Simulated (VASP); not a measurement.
A run of VASP 6.6.1 is set up as follows.

File INCAR:

```
SYSTEM = ScVS3
PREC = Accurate
ENCUT = 520
EDIFF = 1E-6
ISMEAR = 0
SIGMA = 0.1
LREAL = .FALSE.
LASPH = .TRUE.
NELM = 150
ALGO = Normal
ISIF = 2
LWAVE = .FALSE.
LCHARG = .TRUE.
ISPIN = 2
MAGMOM = 0 2 0 0 0
LORBIT = 11
LMAXMIX = 4
GGA = PE
LELF = .TRUE.
LVHAR = .TRUE.
NBANDS = 33
```

KPOINTS

```
regular mesh
0
G
  4 4 4
  0 0 0
```

POSCAR

```
ScVS3
1.0
    4.5996743400      0.0000000000      0.0000000000
    0.0000000000      4.5996743400      0.0000000000
    0.0000000000      0.0000000000      4.5996743400
Sc V S
1 1 3
Direct
    0.5000000000      0.5000000000      0.5000000000
    0.0000000000      0.0000000000      0.0000000000
    0.5000000000      0.0000000000      0.0000000000
    0.0000000000      0.5000000000      0.0000000000
    0.0000000000      0.0000000000      0.5000000000
```

Potentials or basis: VASP PAW PBE potentials, release 64 (Sc_sv, V_sv, S).

Launch:

```sh
$ cat potpaw_PBE.64/Sc_sv/POTCAR potpaw_PBE.64/V_sv/POTCAR potpaw_PBE.64/S/POTCAR > POTCAR
$ mpirun -np 1 vasp_std > vasp.out
```

Task: What does it give for the site moments?

Result: Sc +0.33; V +1.17; S -0.04 μB.

Task: Estimate the net moment.

Result: 1.61 μB per cell.

Task: Estimate the pressure.

Result: -1.4 GPa.
